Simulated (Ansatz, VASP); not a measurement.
## NiC6 in VASP and in Ansatz

```
Ni C
1.0
     3.67983    0.00000    0.00000
    -0.59195    3.71172    0.00000
    -1.37495   -0.52406    4.14642
Ni C
1 6
Direct
  0.73803 0.06154 0.95915
  0.52027 0.50929 0.91149
  0.45129 0.79456 0.44517
  0.52589 0.17580 0.50482
  0.83817 0.35137 0.37920
  0.27553 0.45546 0.56341
  0.65082 0.65198 0.23676
```

Change from the starting cell: the structure that the rattled cell fell into.

Alike in both runs: task relaxation of cell and atoms; functional PBE; k mesh 6 × 6 × 4; occupations gaussian, width 0.1 eV; no spin polarisation.

|  | VASP | Ansatz |
| --- | --- | --- |
| version | VASP 6.6.1 | Ansatz 0.2.0 |
| potentials or method | VASP PAW PBE potentials, release 64 (Ni, C), cutoff 600 eV | scalar-relativistic, plane waves, PAW |
| valence electrons in the cell | 34 | 42 |

Ansatz gave:

| Quantity | Value |
| --- | --- |
| gap on the k mesh at the Fermi level, each at its own relaxed structure (eV) | 0.91 |
| relaxed volume (Å³/atom) | 8.30 |
| relaxed length of the cell vector where the two differ most in proportion (Å) | 3.765 |

Problem. Estimate VASP's values.

Solution. gap on the k mesh at the Fermi level, each at its own relaxed structure (eV): 0.91; relaxed volume (Å³/atom): 8.29; relaxed length of the cell vector where the two differ most in proportion (Å): 3.770.

VASP's potentials hold 34 valence electrons a cell and Ansatz's 42, so a difference there can come from the potentials and not from the codes.
